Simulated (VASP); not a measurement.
Set up this calculation in VASP 6.6.1, as the native input.

| Quantity | Value |
| --- | --- |
| Task | single point |
| Functional | PBE |
| Potentials or basis | VASP PAW PBE potentials, release 64 (Ge_d) |
| Cutoff | 520 eV |
| k mesh | 15 × 15 × 4 |
| Occupations | gaussian, width 0.15 eV |
| Spin | no spin polarisation |
| Dipole correction | no |
| Further INCAR settings | ALGO = Normal; EDIFF = 1e-07; NBANDS = 66 |

The structure of Ge lies in POSCAR:

```
Ge
1.0
    4.0658732115      0.0000000000      0.0000000000
   -2.0329366058      3.5211494898      0.0000000000
    0.0000000000      0.0000000000     13.3363336065
Ge
8
Direct
    0.0000000000      0.0000000000      0.4067747625
    0.0000000000      0.0000000000      0.5932252375
    0.0000000000      0.0000000000      0.9067747625
    0.0000000000      0.0000000000      0.0932252375
    0.3333333333      0.6666666667      0.3442031336
    0.6666666667      0.3333333333      0.6557968664
    0.6666666667      0.3333333333      0.8442031336
    0.3333333333      0.6666666667      0.1557968664
```

This isn't the form of Ge at room conditions, which is diamond.

The input as run:

INCAR

```
SYSTEM = Ge
ALGO = Normal ; EDIFF = 1E-7
ENCUT = 520 ; GGA = PE
ISIF = 2 ; ISMEAR = 0
LASPH = .True. ; LCHARG = .False.
LREAL = .False. ; LWAVE = .False.
NBANDS = 66 ; NELM = 100
PREC = Accurate ; SIGMA = 0.15
```

KPOINTS

```
k-points
0
Gamma
  15 15 4
  0 0 0
```

Potentials or basis: VASP PAW PBE potentials, release 64 (Ge_d).

The run is started by

```bash
$ cat potpaw_PBE.64/Ge_d/POTCAR > POTCAR
$ mpirun -np 1 vasp_std > vasp.out
```

Results of the run:

```json
{
  "Pressure": "0.0 GPa",
  "Largest force": "0.007 eV/Å",
  "Band gap on the k mesh": "zero (bands 56 and 57 overlap by 0.02 eV)"
}
```

Caveat: semilocal functionals underestimate gaps, and a narrow one can read as zero.

Run time: 12 min on 1 thread of Intel(R) Xeon(R) 6975P-C (Granite Rapids), on a shared host, peak memory 0.74 GiB.
